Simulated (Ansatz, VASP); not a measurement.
## One calculation of TiSi, two programs

Contents of INCAR:

```
SYSTEM = TiSi
PREC = Accurate
ENCUT = 520
EDIFF = 1E-6
ISMEAR = 0
SIGMA = 0.15
LREAL = .FALSE.
LASPH = .TRUE.
NELM = 100
ALGO = Normal
ISIF = 2
LWAVE = .FALSE.
LCHARG = .TRUE.
GGA = PS
LELF = .TRUE.
LVHAR = .TRUE.
NBANDS = 42
```

Contents of KPOINTS:

```
regular mesh
0
G
  12 6 10
  0 0 0
```

Contents of POSCAR:

```
TiSi
1.0
    3.3127283557      0.0000000000      0.0000000000
    0.0000000000      6.9722798244      0.0000000000
    0.0000000000      0.0000000000      4.1428981957
Ti Si
4 4
Direct
    0.0000000000      0.5000000000      0.0507500000
    0.5000000000      0.5000000000      0.5507500000
    0.5000000000      0.0000000000      0.5507500000
    0.0000000000      0.0000000000      0.0507500000
    0.0000000000      0.7500000000      0.5507500000
    0.0000000000      0.2500000000      0.5507500000
    0.5000000000      0.2500000000      0.0507500000
    0.5000000000      0.7500000000      0.0507500000
```

Input for Ansatz:

```yaml
crystal:
  lattice:
    - [3.3127283557, 0.0, 0.0]
    - [0.0, 6.9722798244, 0.0]
    - [0.0, 0.0, 4.1428981957]
  atoms:
    - { symbol: Ti, position: [0.0, 0.5, 0.05075] }
    - { symbol: Ti, position: [0.5, 0.5, 0.55075] }
    - { symbol: Ti, position: [0.5, 0.0, 0.55075] }
    - { symbol: Ti, position: [0.0, 0.0, 0.05075] }
    - { symbol: Si, position: [0.0, 0.75, 0.55075] }
    - { symbol: Si, position: [0.0, 0.25, 0.55075] }
    - { symbol: Si, position: [0.5, 0.25, 0.05075] }
    - { symbol: Si, position: [0.5, 0.75, 0.05075] }
basis:
  ecutwfc: 420
kpoints:
  mp_grid: { grid: [12, 6, 10] }
hamiltonian:
  xc: pbesol
scf:
  occupations: { method: gaussian, width: 0.15 }
output:
  forces: true
  stress: true
  eigenvalues: true
```

Change from the starting cell: strain -0.080 along x and y, +0.000 along z, atoms carried along.

Alike in both runs: task single point; functional PBEsol; k mesh 12 × 6 × 10; occupations gaussian, width 0.15 eV; no spin polarisation.

|  | VASP | Ansatz |
| --- | --- | --- |
| version | VASP 6.6.1 | Ansatz 0.2.0 |
| potentials or method | VASP PAW PBE potentials, release 64 (Ti_sv, Si), cutoff 520 eV | scalar-relativistic, plane waves, PAW |
| valence electrons in the cell | 64 | 64 |

Ansatz gave:

| Quantity | Value |
| --- | --- |
| gap on the k mesh at the Fermi level (eV) | none |
| pressure (GPa) | 38.5 |
| traceless stress, the component that is largest in VASP (GPa) | -16.82 |

Question: Which values does VASP return?

Answer: gap on the k mesh at the Fermi level (eV): none; pressure (GPa): 38.5; traceless stress, the component that is largest in VASP (GPa): -16.94.

VASP's potentials were made for PBE, not for PBEsol. A gap of «none» marks a metal or a gap that the smearing closes. Both programs put the cell under a high pressure, so it lies far from rest at this level. With one functional, cell and mesh, what is left measures potentials, basis and numerics.
